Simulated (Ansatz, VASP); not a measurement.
# La in VASP and in Ansatz

File INCAR:

```
SYSTEM = La
ALGO     = Normal         ! electronic algorithm
EDIFF    = 1E-6           ! SCF threshold, eV
ENCUT    = 520            ! plane-wave cutoff, eV
GGA      = PE             ! functional
ISIF     = 2              ! what is computed and relaxed
ISMEAR   = -1             ! smearing method
LASPH    = .TRUE.         ! aspherical terms in the spheres
LCHARG   = .FALSE.        ! write CHGCAR
LREAL    = .FALSE.        ! projectors in reciprocal space
LWAVE    = .FALSE.        ! write WAVECAR
NBANDS   = 18             ! bands
NELM     = 80             ! most SCF steps
PREC     = Accurate       ! precision mode
SIGMA    = 0.1            ! smearing width, eV
```

Contents of KPOINTS:

```
k-points
0
G
  16 16 9
  0 0 0
```

The input POSCAR:

```
La
1.0
    3.6796636834      0.0000000000      0.0000000000
   -1.8398318417      3.1866822272      0.0000000000
    0.0000000000      0.0000000000      5.9415657322
La
2
Direct
    0.3333333333      0.6666666667      0.2500000000
    0.6666666667      0.3333333333      0.7500000000
```

Input for Ansatz:

```yaml
crystal:
  lattice:
    - [3.6796636834, 0.0, 0.0]
    - [-1.8398318417, 3.1866822272, 0.0]
    - [0.0, 0.0, 5.9415657322]
  atoms:
    - { symbol: La, position: [0.3333333333, 0.6666666667, 0.25] }
    - { symbol: La, position: [0.6666666667, 0.3333333333, 0.75] }
hamiltonian:
  xc: pbe
  pseudopotentials:
    kind: paw
    azcp:
      La: "pseudopotentials/La.paw.azcp"
basis:
  ecutwfc: 420
  fft_grid_basis: typed
kpoints:
  mp_grid: { grid: [16, 16, 9], shift: [0, 0, 0] }
magnetization:
  spin_polarized: false
scf:
  occupations: { method: fermi_dirac, width: 0.1 }
output:
  stress: true
```

Alike in both runs: task single point; functional PBE; k mesh 16 × 16 × 9; occupations fermi-dirac, width 0.1 eV; no spin polarisation.

```csv
,VASP,Ansatz
version,VASP 6.6.1,Ansatz 0.2.0
potentials or method,"VASP PAW PBE potentials, release 64 (La), cutoff 520 eV","plane waves (420 eV) with PAW, scalar-relativistic"
valence electrons in the cell,22,22
```

Ansatz gave:

| Quantity | Value |
| --- | --- |
| pressure (GPa) | 2.3 |
| traceless stress, the component that is largest in VASP (GPa) | 0.19 |

Task: What did VASP give for the same quantities?

Result: Pressure (GPa): 2.4; traceless stress, the component that is largest in VASP (GPa): 0.20.

Neither program's run includes spin-orbit coupling.
